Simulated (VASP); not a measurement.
A run of VASP 6.6.1 is set up as follows.

The input POSCAR:

```
Ru
1.0
    0.0000000000      1.8932138216      1.8932138216
    1.8932138216      0.0000000000      1.8932138216
    1.8932138216      1.8932138216      0.0000000000
Ru
1
Direct
    0.0000000000      0.0000000000      0.0000000000
```

INCAR.step1

```
PREC = Accurate
ENCUT = 520
ISMEAR = -1
SIGMA = 0.1
LREAL = False
LASPH = True
NELM = 60
NBANDS = 13
GGA = PE
ALGO = Normal
EDIFF = 1E-4
LWAVE = True
LCHARG = False
```

Contents of INCAR.step2:

```
PREC = Accurate
ENCUT = 520
EDIFF = 1E-6
ISMEAR = -1
SIGMA = 0.1
LREAL = False
LASPH = True
NELM = 60
ALGO = Normal
ISIF = 2
LWAVE = False
LCHARG = True
METAGGA = R2SCAN
LMIXTAU = True
LELF = True
LVHAR = True
NBANDS = 13
ISTART = 1
```

The input KPOINTS:

```
regular mesh
0
Gamma
  23 23 23
```

Potentials or basis: VASP PAW PBE potentials, release 64 (Ru_pv).

Command:

```bash
$ cat potpaw_PBE.64/Ru_pv/POTCAR > POTCAR
$ cp INCAR.step1 INCAR
$ mpirun -np 1 vasp_std > vasp.out
$ cp INCAR.step2 INCAR
$ mpirun -np 1 vasp_std > vasp.out
```

Problem. Estimate the pressure.

Solution. 1.3 GPa.

Problem. What does it give for the band gap on the k mesh?

Solution. Zero (band 7 reaches 14.96 eV, above the bottom of band 8 at 11.34 eV).

Caveat: the PAW data sets were made with another functional, which shifts forces and pressure a little.
